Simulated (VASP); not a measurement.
Write the native input for VASP 6.6.1 that does the following.

```yaml
Task: single point
Functional: PBE
Potentials_or_basis: VASP PAW PBE potentials, release 64 (Ag)
Cutoff: 520 eV
k_mesh: 8 × 8 × 11
Occupations: fermi-dirac, width 0.05 eV
Spin: no spin polarisation
Dipole_correction: no
Further_INCAR_settings: ALGO = Normal; EDIFF = 1e-06; NBANDS = 24
```

The structure of Ag lies in POSCAR:

```
Ag
1.0
    4.3145809632      0.0000000000      0.0000000000
   -2.1572904816      3.7365367208      0.0000000000
    0.0000000000      0.0000000000      2.5804158918
Ag
3
Direct
    0.0000000000      0.0000000000      0.0000000000
    0.3333333333      0.6666666667      0.5000000000
    0.6666666667      0.3333333333      0.5000000000
```

This cell differs from its parent crystal: volume scaled by 0.76.

These files were run (other wordings do the same):

INCAR

```
PREC = Accurate
ENCUT = 520
EDIFF = 1E-6
ISMEAR = -1
SIGMA = 0.05
LREAL = False
LASPH = True
NELM = 80
ALGO = Normal
ISIF = 2
LWAVE = False
LCHARG = True
GGA = PE
LELF = True
LVHAR = True
NBANDS = 24
```

KPOINTS

```
Automatic mesh
0
Gamma
  8 8 11
```

Potentials or basis: VASP PAW PBE potentials, release 64 (Ag).

Run with:

```sh
$ cat potpaw_PBE.64/Ag/POTCAR > POTCAR
$ mpirun -np 1 vasp_std > vasp.out
```

It gave:

```yaml
Pressure: 51.1 GPa
```

Wall time 16 s on 1 thread of Intel(R) Xeon(R) 6975P-C (Granite Rapids) (shared host), peak memory 0.18 GiB.
